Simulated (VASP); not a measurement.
**Rh: single point with PBE**

The system is Rh.

```xyz
2
Lattice="2.7521 0.0000 0.0000 -1.3760 2.3834 0.0000 0.0000 0.0000 4.4553" Properties=species:S:1:pos:R:3 pbc="T T T"
Rh    1.3761    0.7945    3.3415
Rh    0.0000    1.5889    1.1138
```

This isn't the form of Rh at room conditions, which is fcc.

| Item | Value |
| --- | --- |
| Program | VASP 6.6.1 |
| Task | single point |
| Functional | PBE |
| Potentials or basis | VASP PAW PBE potentials, release 64 (Rh_pv) |
| Cutoff | 520 eV |
| k mesh | 18 × 18 × 10 |
| Occupations | gaussian, width 0.15 eV |
| Spin | no spin polarisation |
| Dipole correction | no |
| Further INCAR settings | ALGO = Fast; EDIFF = 1e-06; NBANDS = 22 |

- Pressure: -8.2 GPa
- Band gap on the k mesh: zero (bands 15 and 16 overlap by 2.17 eV)

Stress tensor (GPa, compression positive):
```
-7.73  0.00  0.00
 0.00 -7.73  0.00
 0.00  0.00 -9.10
```

Levels at points of the mesh, in eV from the Fermi level:
```
           k point  band 12  band 13  band 14  band 15  band 16  band 17  band 18  band 19
(0.00, 0.00, 0.00)    -2.28    -2.28    -1.73    -1.73     0.12     0.12     0.79     8.03
(0.50, 0.00, 0.00)    -2.04    -1.96     0.39     0.56     0.66     2.85     4.85     9.91
(0.00, 0.00, 0.50)    -2.85    -2.85    -2.85    -0.40    -0.40    -0.40    -0.40    14.54
(0.50, 0.00, 0.50)    -1.51    -0.26    -0.26     0.55     0.55     2.60     2.60     8.77
```

It took 48 s on 1 thread of Intel(R) Xeon(R) 6975P-C (Granite Rapids), with other jobs on the host, peak memory 0.22 GiB.

Caveat: the cell stands under tension.
